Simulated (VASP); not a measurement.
Input of a VASP 6.6.1 run:

INCAR

```
PREC = Accurate
ENCUT = 520
EDIFF = 1E-6
ISMEAR = 0
SIGMA = 0.05
LREAL = Auto
LASPH = T
NELM = 100
ALGO = Normal
ISIF = 2
LWAVE = F
LCHARG = F
GGA = CA
NBANDS = 42
NELECT = 56.0
```

KPOINTS

```
Automatic mesh
0
Gamma
  4 4 4
```

Contents of POSCAR:

```
Al8N7
1.0
   -4.0109247379      4.0109247379      0.0000000000
   -4.0109247379      0.0000000000      4.0109247379
    0.0000000000      4.0109247379      4.0109247379
Al N
8 7
Direct
    0.7500000000      0.7500000000      0.7500000000
    0.2500000000      0.7500000000      0.7500000000
    0.7500000000      0.2500000000      0.7500000000
    0.7500000000      0.7500000000      0.2500000000
    0.2500000000      0.2500000000      0.7500000000
    0.2500000000      0.7500000000      0.2500000000
    0.7500000000      0.2500000000      0.2500000000
    0.2500000000      0.2500000000      0.2500000000
    0.5625000000      1.0000000000      0.5000000000
    1.0000000000      0.5000000000      0.5000000000
    1.0000000000      1.0000000000      0.0000000000
    0.5000000000      0.5000000000      0.5000000000
    0.5000000000      1.0000000000      0.0000000000
    1.0000000000      0.5000000000      0.0000000000
    0.5000000000      0.5000000000      0.0000000000
```

Potentials or basis: VASP PAW LDA potentials, release 64 (Al, N).

Command:

```bash
$ cat potpaw_LDA.64/Al/POTCAR potpaw_LDA.64/N/POTCAR > POTCAR
$ mpirun -np 1 vasp_std > vasp.out
```

(1) Predict the largest force.

## Answers

(1) 4.514 eV/Å.

Caveat: the cell carries a net charge on a neutralising background, which shifts energy and pressure; the cell differs from its parent crystal (atom 9 moved -0.125 of the way to it and +0.000 Å across, host rigid).
